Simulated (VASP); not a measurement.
**Sb: relaxation of cell and atoms with PBE**

Sb:

```
Sb
1.0
     2.15420    1.24373    3.75800
    -2.15420    1.24373    3.75800
     0.00000   -2.48746    3.75800
Sb
2
Cartesian
  0.0000 0.0000 2.6324
  0.0000 0.0000 8.6416
```

```yaml
Program: VASP 6.6.1
Task: relaxation of cell and atoms
Functional: PBE
Potentials_or_basis: VASP PAW PBE potentials, release 64 (Sb)
Cutoff: 600 eV
k_mesh: 16 × 16 × 16
Occupations: gaussian, width 0.1 eV
Spin: no spin polarisation
Dipole_correction: no
Further_INCAR_settings: ALGO = Normal; EDIFF = 1e-06; IBRION = 2; EDIFFG = -0.001; NSW = 80; ISIF = 3
```

```yaml
Relaxed_volume: 31.77 Å³/atom
Relaxed_cell: a = 4.589 Å, b = 4.589 Å, c = 4.589 Å, α = 56.97°, β = 56.97°, γ = 56.97°
Space_group_after_relaxing_to_0.1_Å: R-3m (No. 166)
Energy_gained_by_relaxing: 12.7 meV/atom
Ionic_steps: 9
Pressure_after_relaxing: 0.0 GPa
Band_gap_on_the_k_mesh: zero (bands 5 and 6 overlap by 0.29 eV)
```

The path:
```
step  energy change (eV)  largest force (eV/Å)  pressure (GPa)  volume (Å³)
   1              0.0000                0.2510            2.81        60.41
   2             -0.0134                0.2256           -1.58        65.16
   3             -0.0248                0.0456            0.04        63.16
   4             -0.0250                0.0332            0.03        63.23
   5             -0.0252                0.0027            0.00        63.44
   6             -0.0253                0.0025            0.01        63.48
   7             -0.0253                0.0024            0.02        63.53
   8             -0.0253                0.0035           -0.03        63.58
   9             -0.0253                0.0005            0.00        63.54
```

Final structure:
```
Sb
1.0
     2.18839    1.26347    3.83034
    -2.18839    1.26347    3.83034
     0.00000   -2.52694    3.83034
Sb
2
Direct
  0.23331 0.23331 0.23331
  0.76669 0.76669 0.76669
```

Levels at points of the mesh, in eV from the Fermi level:
| k point | band 1 | band 2 | band 3 | band 4 | band 5 | band 6 | band 7 | band 8 | band 9 |
| --- | --- | --- | --- | --- | --- | --- | --- | --- | --- |
| (0.00, 0.00, 0.00) | -12.34 | -5.05 | -1.95 | -1.70 | -1.70 | 2.01 | 2.60 | 2.60 | 5.15 |
| (0.50, 0.00, 0.00) | -10.13 | -9.40 | -1.85 | -1.75 | -0.27 | -0.22 | 0.21 | 0.58 | 7.48 |
| (0.50, 0.50, 0.00) | -10.15 | -7.95 | -5.14 | -3.52 | -3.44 | 1.67 | 4.67 | 5.30 | 6.49 |
| (0.50, 0.50, 0.50) | -10.93 | -8.74 | -1.24 | -1.24 | -0.55 | 0.21 | 0.21 | 1.06 | 6.87 |

It took 11 min on 1 thread of AMD EPYC 7R13 Processor (Zen 3), with other jobs on the host, peak memory 0.4 GiB.

Caveat: spin-orbit coupling is left out, which moves the levels of the heavy elements. Zero-point motion and thermal expansion aren't in these numbers.
